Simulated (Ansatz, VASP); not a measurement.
**One calculation of Cu, two programs**

INCAR

```
PREC = Accurate
ENCUT = 520
EDIFF = 1E-6
ISMEAR = -1
SIGMA = 0.1
LREAL = F
LASPH = T
NELM = 80
ALGO = Normal
ISIF = 2
LWAVE = F
LCHARG = F
NBANDS = 12
```

The input KPOINTS:

```
Automatic mesh
0
Gamma
  17 17 17
```

POSCAR

```
Cu
1.0
   -1.4709787000      1.4434571000      1.3760800000
    1.4434571000     -1.4709787000      1.3760800000
    1.4421229000      1.4421229000     -1.4049358000
Cu
1
Direct
    0.0000000000      0.0000000000      0.0000000000
```

Input for Ansatz:

```yaml
crystal:
  lattice:
    - [-1.4709787, 1.4434571, 1.37608]
    - [1.4434571, -1.4709787, 1.37608]
    - [1.4421229, 1.4421229, -1.4049358]
  atoms:
    - { symbol: Cu, position: [0.0, 0.0, 0.0] }
basis:
  ecutwfc: 476.19925930478996
kpoints:
  mp_grid:
    grid: [17, 17, 17]
hamiltonian:
  xc: lda
  pseudopotentials:
    kind: paw
scf:
  occupations:
    method: fermi_dirac
output:
  stress: true
```

Alike in both runs: task single point; functional LDA; k mesh 17 × 17 × 17; no spin polarisation.

|  | VASP | Ansatz |
| --- | --- | --- |
| version | VASP 6.6.1 | Ansatz 0.2.0 |
| potentials or method | VASP PAW LDA potentials, release 64 (Cu), cutoff 520 eV | plane waves, PAW |
| occupations | fermi-dirac, width 0.1 eV | fermi-dirac |
| valence electrons in the cell | 11 | 19 |

|  | VASP | Ansatz | Ansatz less VASP |
| --- | --- | --- | --- |
| pressure (GPa) | -6.7 | -7.5 | -0.85 |
| traceless stress, the component that is largest in VASP (GPa) | 2.55 | 2.54 | -0.003 |

LDA's correlation is that of Perdew and Zunger in VASP and of Perdew and Wang (1992) in Ansatz. VASP's potentials hold 11 valence electrons a cell and Ansatz's 19, so a difference there can come from the potentials and not from the codes.
